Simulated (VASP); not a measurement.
# BeS (F-43m) in VASP: notebook

The runs below take BeS through relaxation of cell and atoms, single point, with r2SCAN.

Program: VASP 6.6.1. These are calculated values, not measurements. Logs are shortened: lines on timing, memory, paths and dates and some standing lists are left out, and cuts for length are marked.

### 1 The cell of the first run

Symmetry: F-43m, No. 216, cubic system. The conventional cell has a = 4.868 Å, b = 4.868 Å, c = 4.868 Å, α = 90.00°, β = 90.00°, γ = 90.00°. Within 2.8 Å of Be (site symmetry -43m) lie 4 S at 2.11 Å. Within 2.8 Å of S (site symmetry -43m) lie 4 Be at 2.11 Å.

### 2 Relaxation of cell and atoms, r2SCAN, target pressure 10 GPa, at which the enthalpy is minimised

The input, POSCAR:

```
BeS
1.0
    2.4342244985      2.4342244985      0.0000000000
   -2.4342244985      2.4342244985      0.0000000000
    0.0000000000      2.4342244985      2.4342244985
Be S
1 1
Direct
    0.0000000000      0.0000000000      0.0000000000
    0.7500000000      0.2500000000      0.5000000000
```

The input, INCAR.step1:

```
  PREC = Accurate
  ENCUT = 600
  ISMEAR = 0
  SIGMA = 0.01
  LREAL = F
  LASPH = T
  NELM = 80
  GGA = PE
  ALGO = Normal
  EDIFF = 1E-4
  LWAVE = T
  LCHARG = F
```

The input, INCAR.step2:

```
  PREC = Accurate
  ENCUT = 600
  EDIFF = 1E-6
  ISMEAR = 0
  SIGMA = 0.01
  LREAL = F
  LASPH = T
  NELM = 80
  ALGO = Normal
  ISIF = 3
  LWAVE = F
  LCHARG = F
  METAGGA = R2SCAN
  LMIXTAU = T
  IBRION = 2
  NSW = 100
  EDIFFG = -0.002
  PSTRESS = 100.0
  ISTART = 1
```

The input, KPOINTS:

```
Automatic mesh
0
Gamma
  8 8 8
```

Potentials or basis: VASP PAW PBE potentials, release 64 (Be, S).

Run with:

```
$ cat potpaw_PBE.64/Be/POTCAR potpaw_PBE.64/S/POTCAR > POTCAR
$ cp INCAR.step1 INCAR
$ mpirun -np 1 vasp_std > vasp.out
$ cp INCAR.step2 INCAR
$ mpirun -np 1 vasp_std > vasp.out
```

OUTCAR:

```text
PREC = Accurate
   ENCUT = 600
   EDIFF = 1E-6
   ISMEAR = 0
   LREAL = F
   LASPH = T
   NELM = 80
   ISIF = 3
   METAGGA = R2SCAN
   IBRION = 2
   NSW = 100
   EDIFFG = -0.002
   PSTRESS = 100.0
   ISTART = 1

 ion  position               nearest neighbor table
   1  0.000  0.000  0.000-   2 2.11   2 2.11   2 2.11   2 2.11
   2  0.750  0.250  0.500-   1 2.11   1 2.11   1 2.11   1 2.11

  LATTYP: Found a face centered cubic cell.
 ALAT       =     4.8684489970

  Lattice vectors:

 A1 = (   0.0000000000,   2.4342244985,   2.4342244985)
 A2 = (   2.4342244985,   0.0000000000,   2.4342244985)
 A3 = (   2.4342244985,   2.4342244985,   0.0000000000)

Analysis of symmetry for initial positions (statically):
=====================================================================
 Subroutine PRICEL returns:
 Original cell was already a primitive cell.

 Routine SETGRP: Setting up the symmetry group for a
 face centered cubic supercell.

 Subroutine GETGRP returns: Found 24 space group operations
 (whereof 24 operations were pure point group operations)
 out of a pool of 48 trial point group operations.

The static configuration has the point symmetry T_d .

Analysis of symmetry for dynamics (positions and initial velocities):
=====================================================================
 Subroutine PRICEL returns:
 Original cell was already a primitive cell.

 Routine SETGRP: Setting up the symmetry group for a
 face centered cubic supercell.

 Subroutine GETGRP returns: Found 24 space group operations
 (whereof 24 operations were pure point group operations)
 out of a pool of 48 trial point group operations.

The dynamic configuration has the point symmetry T_d .

 Subroutine INISYM returns: Found 24 space group operations
 (whereof 24 operations are pure point group operations),
 and found     1 'primitive' translations

----------------------------------------------------------------------------------------

                                     Primitive cell

  volume of cell :      28.8477

  direct lattice vectors                    reciprocal lattice vectors
     2.434224498  2.434224498  0.000000000     0.205404226  0.205404226 -0.205404226
    -2.434224498  2.434224498  0.000000000    -0.205404226  0.205404226 -0.205404226
     0.000000000  2.434224498  2.434224498     0.000000000  0.000000000  0.410808453

  length of vectors
     3.442513300  3.442513300  3.442513300     0.355770556  0.355770556  0.410808453

  position of ions in fractional coordinates (direct lattice)
     0.000000000  0.000000000  0.000000000
     0.750000000  0.250000000  0.500000000

  ion indices of the primitive-cell ions
   primitive index   ion index
                 1           1
                 2           2

----------------------------------------------------------------------------------------

 KPOINTS: Automatic mesh

Automatic generation of k-mesh.
 Grid dimensions read from file:
 generate k-points for:    8    8    8

 Generating k-lattice:

  Cartesian coordinates                     Fractional coordinates (reciprocal lattice)
     0.025675528  0.025675528 -0.025675528     0.125000000  0.000000000  0.000000000
    -0.025675528  0.025675528 -0.025675528     0.000000000  0.125000000  0.000000000
     0.000000000  0.000000000  0.051351057     0.000000000  0.000000000  0.125000000

  Length of vectors
     0.044471320  0.044471320  0.051351057

  Shift w.r.t. Gamma in fractional coordinates (k-lattice)
     0.000000000  0.000000000  0.000000000

 Subroutine IBZKPT returns following result:
 ===========================================

 Found     29 irreducible k-points:

 Following reciprocal coordinates:
            Coordinates               Weight
  0.000000  0.000000  0.000000      1.000000
  0.125000  0.000000  0.000000      8.000000
  0.250000  0.000000  0.000000      8.000000
  0.375000  0.000000  0.000000      8.000000
  0.500000  0.000000  0.000000      4.000000
  0.125000  0.125000  0.000000     12.000000
[... 16 lines left out ...]
  0.375000  0.250000  0.125000     48.000000
  0.500000  0.250000  0.125000     24.000000
 [... further k-points ...]
   k-points           NKPTS =     29   k-points in BZ     NKDIM =     29   number of bands    NBANDS=      8
   number of dos      NEDOS =    301   number of ions     NIONS =      2
   total plane-waves  NPLWV =  21952
   dimension x,y,z NGX =    28 NGY =   28 NGZ =   28
   dimension x,y,z NGXF=    56 NGYF=   56 NGZF=   56
   ions per type =               1   1
   NGX,Y,Z   is equivalent  to a cutoff of  13.52, 13.52, 13.52 a.u.
   NGXF,Y,Z  is equivalent  to a cutoff of  27.04, 27.04, 27.04 a.u.
 SYSTEM =  unknown system
   PREC   = accura    normal or accurate (medium, high low for compatibility)
   ISTART =      1    job   : 0-new  1-cont  2-samecut
   ICHARG =      0    charge: 1-file 2-atom 10-const
   ISPIN  =      1    spin polarized calculation?
   LNONCOLLINEAR =      F non collinear calculations
   LSORBIT =      F    spin-orbit coupling
   LASPH  =      T    aspherical Exc in radial PAW
   ENCUT  =  600.0 eV  44.10 Ry    6.64 a.u.   6.88  6.88  6.88*2*pi/ulx,y,z
   NELM   =     80;   NELMIN=  2; NELMDL=  0     # of ELM steps
   EDIFF  = 0.1E-05   stopping-criterion for ELM
   LREAL  =      F    real-space projection
   EDIFFG = -.2E-02   stopping-criterion for IOM
   NSW    =    100    number of steps for IOM
   IBRION =      2    ionic relax: 0-MD 1-quasi-New 2-CG
   NFREE  =      1    steps in history (QN), initial steepest desc. (CG)
   ISIF   =      3    stress and relaxation
   ISYM   =      2    0-nonsym 1-usesym 2-fastsym
   POTIM  = 0.5000    time-step for ionic-motion
   TEBEG  =    0.0;   TEEND  =   0.0 temperature during run
   PSTRESS=  100.0 pullay stress
   NELECT =       8.0000    total number of electrons
   NUPDOWN=      -1.0000    fix difference up-down
   EMIN   =  10.00;   EMAX   =-10.00  energy-range for DOS
   EFERMI =   0.00;   METHOD = LEGACY
   ISMEAR =     0;   SIGMA  =   0.01  broadening in eV -4-tet -1-fermi 0-gaus
   EFERMI_NEDOS =   21; number of points for ismear=-14 and -15
   IALGO  =     38    algorithm
   IMIX   =      4    mixing-type and parameters
     AMIX     =   0.40;   BMIX     =  1.00
     AMIX_MAG =   1.60;   BMIX_MAG =  1.00
  volume/ion in A,a.u.               =      14.42        97.34
  Fermi-wavevector in a.u.,A,eV,Ry     =   1.067581  2.017436 15.506959  1.139729
  Thomas-Fermi vector in A             =   2.203202
   LORBIT       =      0    0 simple, 1 ext, 2 COOP (PROOUT), +10 PAW based schemes
   METAGGA = R2SCAN    functional components
   LHFCALC =     F    Hartree Fock is set to
   AEXX    =    0.0000 exact exchange contribution
   IVDW    =     0    specifies the selected vdW correction
   LEPSILON=     F    determine dielectric tensor
   LRPA    =     F    only Hartree local field effects (RPA)
 conjugate gradient relaxation of ions
 non-spin polarized calculation
 Gauss-broadening in eV      SIGMA  =   0.01
  energy-cutoff  :      600.00
  volume of cell :       28.85
 maximum number of plane-waves:       982
   NGX = 13   NGY = 13   NGZ = 13

--------------------------------------- Ionic step        1  -------------------------------------------

 number of electron       7.9999999 magnetization

 Free energy of the ion-electron system (eV)
  ---------------------------------------------------
  ext. energy  EPLUGINS =         0.00000000
  ---------------------------------------------------
  free energy    TOTEN  =       -14.78686375 eV

  energy without entropy =      -14.78686375  energy(sigma->0) =      -14.78686375

------------------------ aborting loop because EDIFF is reached ----------------------------------------

  FORCE on cell =-STRESS in cart. coord.  units (eV):
  Direction    XX          YY          ZZ          XY          YZ          ZX
  --------------------------------------------------------------------------------------
  -------------------------------------------------------------------------------------
  Total        0.0558617      0.0558617      0.0558617      0.0000000     -0.0000000      0.0000000
  in kB        3.1025083      3.1025083      3.1025083      0.0000000     -0.0000000      0.0000000
  external PRESSURE =     -96.8974917 kB  Pullay stress =     100.0000000 kB

 VOLUME and BASIS-vectors are now :
 -----------------------------------------------------------------------------
  energy-cutoff  :      600.00
  volume of cell :       28.85
      direct lattice vectors                 reciprocal lattice vectors
     2.434224498  2.434224498  0.000000000     0.205404226  0.205404226 -0.205404226
    -2.434224498  2.434224498  0.000000000    -0.205404226  0.205404226 -0.205404226
     0.000000000  2.434224498  2.434224498     0.000000000  0.000000000  0.410808453
[... 46 lines left out ...]
  FREE ENERGIE OF THE ION-ELECTRON SYSTEM (eV)
  ---------------------------------------------------
  free  energy   TOTEN  =       -14.6225384468 eV

  energy  without entropy=      -14.6225384468  energy(sigma->0) =      -14.62253845

  enthalpy is  TOTEN    =       -13.0398922338 eV   P V=        1.5826462130

--------------------------------------- Ionic step        3  -------------------------------------------

 number of electron       8.0000001 magnetization

 Free energy of the ion-electron system (eV)
  ---------------------------------------------------
  ext. energy  EPLUGINS =         0.00000000
  ---------------------------------------------------
  free energy    TOTEN  =       -14.71614022 eV

  energy without entropy =      -14.71614022  energy(sigma->0) =      -14.71614022

 E-fermi :   4.8178     XC(G=0): -10.5062

 val. band max:        4.7612923995   @ k =   0.0000   0.0000   0.0000
 cond. band min:       8.1553625410   @ k =   0.5000   0.5000   0.0000
 fundamental gap:      3.3940701416
 Fermi energy:         4.8177811487

 k-point     1 :       0.0000    0.0000    0.0000
  band No.  band energies     occupation
      1     -10.0720      2.00000
      2       4.7613      2.00000
      3       4.7613      2.00000
      4       4.7613      2.00000
      5      10.9596      0.00000
      6      10.9596      0.00000
      7      10.9596      0.00000
      8      12.1309      0.00000

 k-point     2 :       0.1250    0.0000    0.0000
  band No.  band energies     occupation
      1      -9.8682      2.00000
      2       3.4547      2.00000
      3       4.5342      2.00000
      4       4.5342      2.00000
      5      11.1252      0.00000
      6      11.3676      0.00000
      7      11.3676      0.00000
      8      13.2941      0.00000
[... 221 lines left out ...]
 k-point    23 :       0.3750    0.2500    0.1250
  band No.  band energies     occupation
      1      -8.1848      2.00000
      2      -0.4630      2.00000
      3       1.7541      2.00000
      4       2.9594      2.00000
      5      11.3332      0.00000
      6      12.2942      0.00000
      7      14.2147      0.00000
      8      15.0367      0.00000

 k-point    24 :       0.5000    0.2500    0.1250
  band No.  band energies     occupation
      1      -7.8494      2.00000
      2      -1.1162      2.00000
      3       1.6610      2.00000
      4       2.6766      2.00000
      5      11.3495      0.00000
      6      12.1392      0.00000
      7      14.9680      0.00000
      8      16.3416      0.00000

 [... further k-points ...]

------------------------ aborting loop because EDIFF is reached ----------------------------------------

  FORCE on cell =-STRESS in cart. coord.  units (eV):
  Direction    XX          YY          ZZ          XY          YZ          ZX
  --------------------------------------------------------------------------------------
  -------------------------------------------------------------------------------------
  Total        1.6561317      1.6561317      1.6561317     -0.0000000      0.0000000     -0.0000000
  in kB      100.1047272    100.1047272    100.1047272     -0.0000000      0.0000000     -0.0000000
  external PRESSURE =       0.1047272 kB  Pullay stress =     100.0000000 kB

 VOLUME and BASIS-vectors are now :
 -----------------------------------------------------------------------------
  energy-cutoff  :      600.00
  volume of cell :       26.51
      direct lattice vectors                 reciprocal lattice vectors
     2.366502429  2.366502429  0.000000000     0.211282268  0.211282268 -0.211282268
    -2.366502429  2.366502429 -0.000000000    -0.211282268  0.211282268 -0.211282268
     0.000000000  2.366502429  2.366502429    -0.000000000 -0.000000000  0.422564536

 POSITION                                       TOTAL-FORCE (eV/Angst)
 -----------------------------------------------------------------------------------
      0.00000      2.36650      2.36650        -0.000000     -0.000000      0.000000
      1.18325      3.54975      1.18325         0.000000      0.000000     -0.000000
 -----------------------------------------------------------------------------------
    total drift:                                0.000000      0.000000      0.000000

  FREE ENERGIE OF THE ION-ELECTRON SYSTEM (eV)
  ---------------------------------------------------
  free  energy   TOTEN  =       -14.7161402232 eV

  energy  without entropy=      -14.7161402232  energy(sigma->0) =      -14.71614022

  enthalpy is  TOTEN    =       -13.0617411540 eV   P V=        1.6543990691

 reached required accuracy - stopping structural energy minimisation
```

Wall time 2.1 min (1 thread of Intel Xeon 8259CL, shared host); peak memory 0.16 GiB.

Results:

```yaml
Free_energy: -14.7161 eV
Relaxed_volume: 13.25 Å³/atom
Relaxed_cell: a = 3.347 Å, b = 3.347 Å, c = 3.347 Å, α = 60.00°, β = 60.00°, γ = 90.00°
Space_group_after_relaxing_to_0.1_Å: F-43m (No. 216)
Energy_change_on_relaxing_the_run_minimises_the_enthalpy: +35.4 meV/atom
Ionic_steps: 3
Pressure_after_relaxing: 10.0 GPa
Band_gap_on_the_k_mesh: 3.39 eV (least direct gap 6.20 eV)
```

Step by step:
```tsv
step	energy change (eV)	largest force (eV/Å)	pressure (GPa)	volume (Å³)
1	0.0000	0.0000	0.31	28.85
2	0.1643	0.0000	16.31	25.36
3	0.0707	0.0000	10.01	26.51
```

Final structure:
```
Be S
1.0
     2.36650    2.36650    0.00000
    -2.36650    2.36650    0.00000
     0.00000    2.36650    2.36650
Be S
1 1
Direct
  0.00000 0.00000 0.00000
  0.75000 0.25000 0.50000
```

Caveat: the cell is relaxed towards a set pressure, so the run minimises the enthalpy, not the energy; the PAW data sets were made with another functional, which shifts forces and pressure a little. A k mesh can miss the band edges.

### 3 Relaxation of cell and atoms, r2SCAN, target pressure 15 GPa, at which the enthalpy is minimised

POSCAR is that of step 2.

The input, INCAR.step1:

```
PREC = Accurate ; ENCUT = 600
ISMEAR = 0 ; SIGMA = 0.01
LREAL = F ; LASPH = T
NELM = 60 ; GGA = PE
ALGO = Normal ; EDIFF = 1E-4
LWAVE = T ; LCHARG = F
```

The input, INCAR.step2:

```
PREC = Accurate ; ENCUT = 600
EDIFF = 1E-7 ; ISMEAR = 0
SIGMA = 0.01 ; LREAL = F
LASPH = T ; NELM = 60
ALGO = Normal ; ISIF = 3
LWAVE = F ; LCHARG = F
METAGGA = R2SCAN ; LMIXTAU = T
IBRION = 2 ; NSW = 100
EDIFFG = -0.002 ; PSTRESS = 150.0
ISTART = 1
```

KPOINTS is that of step 2.

Potentials or basis: VASP PAW PBE potentials, release 64 (Be, S).

Run with:

```
$ cat potpaw_PBE.64/Be/POTCAR potpaw_PBE.64/S/POTCAR > POTCAR
$ cp INCAR.step1 INCAR
$ mpirun -np 1 vasp_std > vasp.out
$ cp INCAR.step2 INCAR
$ mpirun -np 1 vasp_std > vasp.out
```

It took 3.9 min on 1 thread of Intel Xeon 8259CL, shared host; peak memory 0.16 GiB.

The run converged. Its results:

```yaml
Free_energy: -14.6439 eV
Relaxed_volume: 12.79 Å³/atom
Relaxed_cell: a = 3.307 Å, b = 3.307 Å, c = 3.307 Å, α = 60.00°, β = 60.00°, γ = 90.00°
Space_group_after_relaxing_to_0.1_Å: F-43m (No. 216)
Energy_change_on_relaxing_the_run_minimises_the_enthalpy: +71.5 meV/atom
Ionic_steps: 6
Pressure_after_relaxing: 15.0 GPa
Band_gap_on_the_k_mesh: 3.30 eV (least direct gap 6.16 eV)
```

The path:
| step | energy change (eV) | largest force (eV/Å) | pressure (GPa) | volume (Å³) |
| --- | --- | --- | --- | --- |
| 1 | 0.0000 | 0.0000 | 0.31 | 28.85 |
| 2 | 0.3949 | 0.0000 | 28.08 | 23.67 |
| 3 | 0.1412 | 0.0000 | 14.91 | 25.59 |
| 4 | 0.1471 | 0.0000 | 15.27 | 25.53 |
| 5 | 0.1402 | 0.0000 | 14.84 | 25.60 |
| 6 | 0.1429 | 0.0000 | 15.01 | 25.58 |

Final structure:
```yaml
crystal:
  lattice:
    - [2.33848, 2.33848, 0.00000]
    - [-2.33848, 2.33848, 0.00000]
    - [0.00000, 2.33848, 2.33848]
  atoms:
    - { symbol: Be, position: [0.00000, 0.00000, 0.00000] }
    - { symbol: S, position: [0.75000, 0.25000, 0.50000] }
```

Levels at points of the mesh, in eV from the valence-band top:
```tsv
k point	band 1	band 2	band 3	band 4	band 5	band 6	band 7	band 8
(0.00, 0.00, 0.00)	-15.11	0.00	0.00	0.00	6.16	6.16	6.16	7.72
(0.50, 0.00, 0.00)	-13.11	-6.73	-1.23	-1.23	6.49	7.06	7.06	12.59
(0.50, 0.50, 0.00)	-12.42	-5.81	-3.13	-3.13	3.30	5.25	14.75	14.75
```

Caveat: the cell is relaxed towards a set pressure, so the run minimises the enthalpy, not the energy; the PAW data sets were made with another functional, which shifts forces and pressure a little. A k mesh can miss the band edges.

(Part 1 of 2 ends here.)
